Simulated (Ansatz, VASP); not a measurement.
## Te2Pt in VASP and in Ansatz

The input INCAR:

```
SYSTEM = Te2Pt
  PREC = Accurate
  ENCUT = 500
  EDIFF = 1E-6
  ISMEAR = -1
  SIGMA = 0.02
  LREAL = .False.
  LASPH = .True.
  NELM = 200
  ALGO = Normal
  ISIF = 2
  LWAVE = .False.
  LCHARG = .False.
  LNONCOLLINEAR = .True.
  MAGMOM = 0 0 0 0 0 0 0 0 0
  LORBIT = 11
  LSORBIT = .True.
  GGA_COMPAT = .False.
  LORBMOM = .True.
  LMAXMIX = 4
  GGA = PE
  NBANDS = 35
```

KPOINTS

```
Automatic mesh
0
Gamma
  12 12 6
  0 0 0
```

Contents of POSCAR:

```
Te2Pt
1.0
    4.0381770485      0.0000000000      0.0000000000
   -2.0190885242      3.4971639090      0.0000000000
    0.0000000000      0.0000000000      5.3109615732
Pt Te
1 2
Direct
    0.0000000000      0.0000000000      0.0000000000
    0.3333333333      0.6666666667      0.2568463256
    0.6666666667      0.3333333333      0.7431536744
```

Input for Ansatz:

```yaml
crystal:
  lattice:
    - [4.0381770485, 0.0, 0.0]
    - [-2.0190885242, 3.497163909, 0.0]
    - [0.0, 0.0, 5.3109615732]
  atoms:
    - { symbol: Pt, position: [0.0, 0.0, 0.0] }
    - { symbol: Te, position: [0.3333333333, 0.6666666667, 0.2568463256] }
    - { symbol: Te, position: [0.6666666667, 0.3333333333, 0.7431536744] }
kpoints:
  mp_grid: { grid: [12, 12, 6] }
  band_path:
    path:
      - [0.0, 0.0, 0.0]
      - [0.5, 0.0, 0.0]
      - [0.3333333333, 0.3333333333, 0.0]
      - [0.0, 0.0, 0.5]
      - [0.5, 0.0, 0.5]
      - [0.3333333333, 0.3333333333, 0.5]
      - [0.0, 0.0, 0.1]
      - [0.35, 0.3, 0.0]
    npoints: 1
hamiltonian:
  xc: pbe
scf:
  occupations: { method: fermi_dirac, width: 0.02 }
  n_extra_bands: 8
magnetization:
  noncollinear: true
  spin_orbit: true
output:
  forces: true
  stress: true
  eigenvalues: true
```

Alike in both runs: task single point; functional PBE; k mesh 12 × 12 × 6; occupations fermi-dirac, width 0.02 eV; non-collinear spin, spin-orbit coupling.

|  | VASP | Ansatz |
| --- | --- | --- |
| version | VASP 6.6.1 | Ansatz 0.2.0 |
| potentials or method | VASP PAW PBE potentials, release 64 (Pt, Te) | plane waves, PAW |
| plane-wave cutoff (eV) | 500 | 420 |
| valence electrons in the cell | 22 | 50 |

|  | VASP | Ansatz | Ansatz less VASP |
| --- | --- | --- | --- |
| pressure (GPa) | 3.0 | 3.1 | +0.11 |
| traceless stress, the component that is largest in VASP (GPa) | -0.78 | -0.77 | +0.010 |
| rms of the force components (eV/Å) | 0.098 | 0.094 | -0.0048 |
| net moment per atom (μB) | 0.00 | 0.00 | 0.000 |

Atom by atom the forces differ by 0.005 eV/Å (rms over components). VASP's potentials hold 22 valence electrons a cell and Ansatz's 50, so a difference there can come from the potentials and not from the codes.
